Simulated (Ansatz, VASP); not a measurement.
## One calculation of Pb, two programs

The input INCAR:

```
ALGO = Normal ; EDIFF = 1E-6
ENCUT = 520 ; GGA = PE
ISIF = 2 ; ISMEAR = 0
LASPH = True ; LCHARG = False
LREAL = False ; LWAVE = False
NBANDS = 13 ; NELM = 100
PREC = Accurate ; SIGMA = 0.15
```

KPOINTS

```
k-points
0
Gamma
  16 16 16
```

File POSCAR:

```
Pb
1.0
    0.0000000000      2.4080550000      2.4080550000
    2.4080550000      0.0000000000      2.4080550000
    2.4080550000      2.4080550000      0.0000000000
Pb
1
Direct
    0.0000000000      0.0000000000      0.0000000000
```

Input for Ansatz:

```yaml
crystal:
  lattice:
    - [0.0, 2.408055, 2.408055]
    - [2.408055, 0.0, 2.408055]
    - [2.408055, 2.408055, 0.0]
  atoms:
    - { symbol: Pb, position: [0.0, 0.0, 0.0] }
basis:
  ecutwfc: 420
kpoints:
  mp_grid: { grid: [16, 16, 16] }
hamiltonian:
  xc: pbe
scf:
  occupations: { method: gaussian, width: 0.15 }
output:
  forces: true
  stress: true
  eigenvalues: true
```

Change from the starting cell: strain -0.025 along x and y, -0.025 along z, atoms carried along.

Alike in both runs: task single point; functional PBE; k mesh 16 × 16 × 16; occupations gaussian, width 0.15 eV; no spin polarisation.

```csv
,VASP,Ansatz
version,VASP 6.6.1,Ansatz 0.2.0
potentials or method,"VASP PAW PBE potentials, release 64 (Pb_d), cutoff 520 eV","scalar-relativistic, plane waves, PAW"
valence electrons in the cell,14,14
```

|  | VASP | Ansatz | Ansatz less VASP |
| --- | --- | --- | --- |
| gap on the k mesh at the Fermi level (eV) | none | none | - |
| pressure (GPa) | 7.4 | 7.5 | +0.08 |

A gap of «none» marks a metal or a gap that the smearing closes. With one functional, cell and mesh, what is left measures potentials, basis and numerics.

Spin-orbit coupling is off throughout.
